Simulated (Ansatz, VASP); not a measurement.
**C: VASP beside Ansatz**

Contents of INCAR:

```
SYSTEM = C
ALGO     = Normal         ! electronic algorithm
EDIFF    = 1E-6           ! SCF threshold, eV
ENCUT    = 520            ! plane-wave cutoff, eV
GGA      = PE             ! functional
ISIF     = 2              ! what is computed and relaxed
ISMEAR   = 0              ! smearing method
LASPH    = .TRUE.         ! aspherical terms in the spheres
LCHARG   = .TRUE.         ! write CHGCAR
LELF     = .TRUE.         ! ELF
LREAL    = .FALSE.        ! projectors in reciprocal space
LVHAR    = .TRUE.       
LWAVE    = .FALSE.        ! write WAVECAR
NBANDS   = 26             ! bands
NELM     = 60             ! most SCF steps
PREC     = Accurate       ! precision mode
SIGMA    = 0.2            ! smearing width, eV
```

Contents of KPOINTS:

```
k-points
0
G
  8 6 4
  0 0 0
```

POSCAR

```
C
1.0
    1.2332424619     -2.1360386020      0.0000000000
   -3.6997273855     -2.1360386020      0.0000000000
    0.0000000000      0.0000000000     -8.8454489982
C
8
Direct
    0.0000000000      0.6666666667      0.7500000000
    0.0000000000      0.6666666667      0.2500000000
    0.5000000000      0.1666666667      0.7500000000
    0.5000000000      0.1666666667      0.2500000000
    0.5000000000      0.8333333333      0.7500000000
    0.5000000000      0.8333333333      0.2500000000
    0.0000000000      0.3333333333      0.7500000000
    0.0000000000      0.3333333333      0.2500000000
```

Input for Ansatz:

```yaml
crystal:
  lattice:
    - [1.2332424619, -2.136038602, 0.0]
    - [-3.6997273855, -2.136038602, 0.0]
    - [0.0, 0.0, -8.8454489982]
  atoms:
    - { symbol: C, position: [0.0, 0.6666666667, 0.75] }
    - { symbol: C, position: [0.0, 0.6666666667, 0.25] }
    - { symbol: C, position: [0.5, 0.1666666667, 0.75] }
    - { symbol: C, position: [0.5, 0.1666666667, 0.25] }
    - { symbol: C, position: [0.5, 0.8333333333, 0.75] }
    - { symbol: C, position: [0.5, 0.8333333333, 0.25] }
    - { symbol: C, position: [0.0, 0.3333333333, 0.75] }
    - { symbol: C, position: [0.0, 0.3333333333, 0.25] }
basis:
  ecutwfc: 420
kpoints:
  mp_grid: { grid: [8, 6, 4] }
hamiltonian:
  xc: pbe
scf:
  occupations: { method: gaussian, width: 0.2 }
  lower_state_search: "off"
output:
  forces: true
  stress: true
  eigenvalues: true
```

Alike in both runs: task single point; functional PBE; k mesh 8 × 6 × 4; occupations gaussian, width 0.2 eV; no spin polarisation.

|  | VASP | Ansatz |
| --- | --- | --- |
| version | VASP 6.6.1 | Ansatz 0.2.0 |
| potentials or method | VASP PAW PBE potentials, release 64 (C), cutoff 520 eV | scalar-relativistic, plane waves, PAW |
| valence electrons in the cell | 32 | 32 |

|  | VASP | Ansatz | Ansatz less VASP |
| --- | --- | --- | --- |
| gap on the k mesh at the Fermi level (eV) | 1.03 | 1.03 | 0.000 |
| least direct gap on the mesh (eV) | 1.03 | 1.03 | 0.000 |
| pressure (GPa) | 0.4 | 0.0 | -0.34 |
| traceless stress, the component that is largest in VASP (GPa) | -0.47 | -0.47 | 0.000 |
| rms of the force components (eV/Å) | 0.041 | 0.041 | +0.0001 |

Atom by atom the forces differ by 0.000 eV/Å (rms over components).
